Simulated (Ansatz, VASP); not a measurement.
**One calculation of AlIn2As3, two programs**

```
Al In As
1.0
     4.25223    0.00000    0.00000
    -2.12612    3.68254    0.00000
     0.00000    0.00000   21.02466
Al In As
2 4 6
Direct
  0.33333 0.66667 0.66670
  0.66667 0.33333 0.16670
  0.33333 0.66667 0.00385
  0.33333 0.66667 0.33095
  0.66667 0.33333 0.50385
  0.66667 0.33333 0.83095
  0.33333 0.66667 0.13163
  0.33333 0.66667 0.45792
  0.33333 0.66667 0.78495
  0.66667 0.33333 0.28495
  0.66667 0.33333 0.63163
  0.66667 0.33333 0.95792
```

Alike in both runs: functional PBE; k mesh 12 × 12 × 2; occupations gaussian, width 0.1 eV; no spin polarisation.

Ansatz relaxed the structure, and its values are those at the end. VASP's run is a single point on that final structure, the one shown.

|  | VASP | Ansatz |
| --- | --- | --- |
| version | VASP 6.6.1 | Ansatz 0.2.0 |
| potentials or method | VASP PAW PBE potentials, release 64 (Al, In_d, As), cutoff 520 eV | scalar-relativistic, plane waves, PAW |
| valence electrons in the cell | 88 | 148 |

```csv
,VASP,Ansatz,Ansatz less VASP
pressure (GPa),0.1,0.0,-0.07
```

VASP's potentials hold 88 valence electrons a cell and Ansatz's 148, so a difference there can come from the potentials and not from the codes.
